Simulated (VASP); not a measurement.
InCuO:

```
In Cu O
1.0
     4.08138    0.00000    0.00000
    -2.04069    3.53458    0.00000
     0.00000    0.00000    3.29916
In Cu O
1 1 1
Cartesian
  0.0000 0.0000 0.0000
  2.0407 1.1782 1.6496
  0.0000 2.3564 1.6496
```

The cell was built from a structure type or drawn by symmetry, and may not be a known phase.

```yaml
Program: VASP 6.6.1
Task: relaxation of cell and atoms
Functional: PBE
Potentials_or_basis: VASP PAW PBE potentials, release 64 (In_d, Cu, O)
Cutoff: 600 eV
k_mesh: 6 × 6 × 6
Occupations: gaussian, width 0.1 eV
Spin: collinear spin
Starting_moments: "[0.0, 1.0, 0.0] μB"
```

At the start: pressure -8.9 GPa; volume 15.86 Å³/atom.

Question: Where does the relaxation end?

Answer: Over 11 steps the energy falls by 192.9 meV/atom and the volume is 15.12 Å³/atom (-4.7 %); space group P-6m2 (No. 187, to 0.1 Å) before and after; moment 0.00 μB per cell.

Step by step:
| step | energy change (eV) | largest force (eV/Å) | pressure (GPa) | volume (Å³) |
| --- | --- | --- | --- | --- |
| 1 | 0.0000 | 0.0000 | -8.94 | 47.59 |
| 2 | -0.3171 | 0.0000 | 2.14 | 41.68 |
| 3 | -0.3185 | 0.0000 | 3.31 | 41.29 |
| 4 | -0.4032 | 0.0000 | 2.46 | 42.03 |
| 5 | -0.5467 | 0.0000 | 0.94 | 43.88 |
| 6 | -0.4837 | 0.0000 | 0.73 | 46.06 |
| 7 | -0.5760 | 0.0000 | 0.54 | 44.77 |
| 8 | -0.5781 | 0.0000 | 0.57 | 45.02 |
| 9 | -0.5780 | 0.0000 | 0.59 | 45.07 |
| 10 | -0.5771 | 0.0000 | -1.00 | 45.79 |
| 11 | -0.5786 | 0.0000 | -0.08 | 45.35 |

Final structure:
```xyz
3
Lattice="3.5332 0.0000 0.0000 -1.7666 3.0599 0.0000 0.0000 0.0000 4.1945" Properties=species:S:1:pos:R:3 pbc="T T T"
In    0.0000    0.0000    0.0000
Cu    1.7666    1.0200    2.0973
O     0.0000    2.0399    2.0973
```

Caveat: a cell axis changed by over 15 % at a fixed basis, so the end point is rough.
